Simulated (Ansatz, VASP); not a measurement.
# One calculation of InSe, two programs

The input INCAR:

```
PREC = Accurate
ENCUT = 520
EDIFF = 1E-7
ISMEAR = 0
SIGMA = 0.05
LREAL = False
LASPH = True
NELM = 60
ALGO = Normal
ISIF = 2
LWAVE = False
LCHARG = True
LDIPOL = True
IDIPOL = 3
DIPOL = 0.5 0.5 0.415
GGA = PE
IVDW = 12
LELF = True
LVHAR = True
LVACPOTAV = True
NBANDS = 48
```

KPOINTS

```
regular mesh
0
Gamma
  9 9 1
```

POSCAR

```
InSe
1.0
    4.0266103962      0.0000000000      0.0000000000
   -2.0133051981      3.4871468942      0.0000000000
    0.0000000000      0.0000000000     28.2707105020
Se In
4 4
Direct
    0.0000000000      0.0000000000      0.1591753415
    0.0000000000      0.0000000000      0.3496677330
    0.2222222222      0.8888888889      0.4808989590
    0.2222222222      0.8888888889      0.6713913504
    0.6666666667      0.3333333333      0.2049979890
    0.6666666667      0.3333333333      0.3038451602
   -0.4444444444      0.5555555556      0.5267216065
   -0.4444444444      0.5555555556      0.6255687776
```

Input for Ansatz:

```yaml
crystal:
  lattice:
    - [4.0266103962, 0.0, 0.0]
    - [-2.0133051981, 3.4871468942, 0.0]
    - [0.0, 0.0, 28.270710502]
  atoms:
    - { symbol: Se, position: [0.0, 0.0, 0.1591753415] }
    - { symbol: In, position: [0.6666666667, 0.3333333333, 0.204997989] }
    - { symbol: In, position: [0.6666666667, 0.3333333333, 0.3038451602] }
    - { symbol: Se, position: [0.0, 0.0, 0.349667733] }
    - { symbol: Se, position: [0.2222222222, 0.8888888889, 0.480898959] }
    - { symbol: In, position: [-0.4444444444, 0.5555555556, 0.5267216065] }
    - { symbol: In, position: [-0.4444444444, 0.5555555556, 0.6255687776] }
    - { symbol: Se, position: [0.2222222222, 0.8888888889, 0.6713913504] }
basis:
  ecutwfc: 420
kpoints:
  mp_grid: { grid: [9, 9, 1] }
hamiltonian:
  xc: pbe
  pseudopotentials: { kind: paw, azcp: { folder: soft_1 } }
  dispersion: d3bj
scf:
  occupations: { method: gaussian, width: 0.05 }
output:
  forces: true
  eigenvalues: true
efield:
  axis: 3
  dipole_correction: true
  ramp_width: 0.04
```

Alike in both runs: task single point; functional PBE; dispersion D3(BJ); k mesh 9 × 9 × 1; occupations gaussian, width 0.05 eV; no spin polarisation.

```csv
,VASP,Ansatz
version,VASP 6.6.1,Ansatz 0.2.0
potentials or method,"VASP PAW PBE potentials, release 64 (Se, In_d), cutoff 520 eV","scalar-relativistic, plane waves, PAW"
valence electrons in the cell,76,116
```

VASP gave:

```
gap on the k mesh at the Fermi level (eV) : 1.24
least direct gap on the mesh (eV)         : 1.28
rms of the force components (eV/Å)        : 0.019
```

Which values does Ansatz return?

gap on the k mesh at the Fermi level (eV): 1.25; least direct gap on the mesh (eV): 1.29; rms of the force components (eV/Å): 0.016.

VASP's potentials hold 76 valence electrons a cell and Ansatz's 116, so a difference there can come from the potentials and not from the codes.
